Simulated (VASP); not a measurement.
Runs of VASP 6.6.1 on AlN. The structure is that of space group P6_3mc (No. 186), or close to it. The cells are those of the table. 

```csv
task,cell,k mesh,cutoff (eV),smearing,gap on the mesh (eV),pressure (GPa)
single point,"a = 3.089, b = 3.089, c = 4.944 Å, angles 90.0, 90.0, 120.0°, 4 atoms",9 × 9 × 6,520,gaussian 0.05 eV,4.42,0.6
single point,"a = 3.089, b = 3.089, c = 4.944 Å, angles 90.0, 90.0, 120.0°, 4 atoms",9 × 9 × 6,520,gaussian 0.02 eV,4.42,0.6
relaxation of cell and atoms,"relaxed from a = 3.111, b = 3.111, c = 4.978 Å, angles 90.0, 90.0, 120.0°, 4 atoms",9 × 9 × 6,600,gaussian 0.02 eV,4.40,0.0
single point,"a = 3.111, b = 3.111, c = 4.978 Å, angles 90.0, 90.0, 120.0°, 4 atoms",6 × 6 × 4,600,gaussian 0.1 eV,(a),-3.9
```

Alike in all rows: level LDA; potentials or basis VASP PAW LDA potentials, release 64 (Al, N); no spin polarisation.

**Question.** Estimate the missing entries.

**Answer.** (a) 4.19.

A k mesh can miss the band edges.
